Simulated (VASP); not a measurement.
Set up this calculation in VASP 6.6.1, as the native input.

- Task: single point
- Functional: r2SCAN
- Potentials or basis: VASP PAW PBE potentials, release 64 (Al)
- Cutoff: 520 eV
- k mesh: 20 × 20 × 20
- Occupations: gaussian, width 0.15 eV
- Spin: no spin polarisation
- Dipole correction: no
- Further INCAR settings: ALGO = Normal; EDIFF = 1e-06; NBANDS = 8

Al:

```
Al
1.0
    -1.56735    1.56735    1.63896
     1.56735   -1.56735    1.63896
     1.56735    1.56735   -1.63896
Al
1
Direct
  0.00000 0.00000 0.00000
```

This cell differs from its parent crystal: strain -0.015 along x and y, +0.030 along z.

One way to write it, as run:

POSCAR

```
Al
1.0
   -1.5673504096      1.5673504096      1.6389552507
    1.5673504096     -1.5673504096      1.6389552507
    1.5673504096      1.5673504096     -1.6389552507
Al
1
Direct
    0.0000000000      0.0000000000      0.0000000000
```

INCAR.step1

```
SYSTEM = Al
PREC = Accurate
ENCUT = 520
ISMEAR = 0
SIGMA = 0.15
LREAL = .False.
LASPH = .True.
NELM = 100
NBANDS = 8
GGA = PE
ALGO = Normal
EDIFF = 1E-4
LWAVE = .True.
LCHARG = .False.
```

INCAR.step2

```
SYSTEM = Al
PREC = Accurate
ENCUT = 520
EDIFF = 1E-6
ISMEAR = 0
SIGMA = 0.15
LREAL = .False.
LASPH = .True.
NELM = 100
ALGO = Normal
ISIF = 2
LWAVE = .False.
LCHARG = .False.
METAGGA = R2SCAN
LMIXTAU = .True.
NBANDS = 8
ISTART = 1
```

KPOINTS

```
regular mesh
0
Gamma
  20 20 20
  0 0 0
```

Potentials or basis: VASP PAW PBE potentials, release 64 (Al).

Launch:

```console
$ cat potpaw_PBE.64/Al/POTCAR > POTCAR
$ cp INCAR.step1 INCAR
$ mpirun -np 1 vasp_std > vasp.out
$ cp INCAR.step2 INCAR
$ mpirun -np 1 vasp_std > vasp.out
```

It gave:

```json
{
 "Pressure": "0.1 GPa"
}
```

Caveat: the cell differs from its parent crystal (strain -0.015 along x and y, +0.030 along z); the PAW data sets were made with another functional, which shifts forces and pressure a little.

It took 110 s on 1 thread of Intel(R) Xeon(R) Platinum 8488C (Sapphire Rapids) (shared host), peak memory 0.19 GiB.
